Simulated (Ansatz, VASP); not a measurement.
# Hg2F in VASP and in Ansatz

```
Hg F
1.0
     5.15429    0.00000    0.00000
     0.00000    5.15429    0.00000
     0.00000    0.00000    6.27787
Hg F
4 2
Direct
  0.31229 0.31229 0.00000
  0.18771 0.81229 0.50000
  0.68771 0.68771 0.00000
  0.81229 0.18771 0.50000
  0.00000 0.00000 0.00000
  0.50000 0.50000 0.50000
```

Alike in both runs: functional PBE; k mesh 4 × 4 × 4; occupations gaussian, width 0.1 eV; no spin polarisation.

Ansatz relaxed the structure, and its values are those at the end. VASP's run is a single point on that final structure, the one shown.

```csv
,VASP,Ansatz
version,VASP 6.6.1,Ansatz 0.2.0
potentials or method,"VASP PAW PBE potentials, release 64 (Hg, F), cutoff 520 eV","scalar-relativistic, plane waves, PAW"
valence electrons in the cell,62,94
```

```csv
,VASP,Ansatz,Ansatz less VASP
gap on the k mesh at the Fermi level (eV),none,none,-
pressure (GPa),0.5,0.3,-0.18
rms of the force components (eV/Å),0.021,0.019,-0.0027
```

A gap of «none» marks a metal or a gap that the smearing closes. VASP's potentials hold 62 valence electrons a cell and Ansatz's 94, so a difference there can come from the potentials and not from the codes.

Spin-orbit coupling is off throughout.
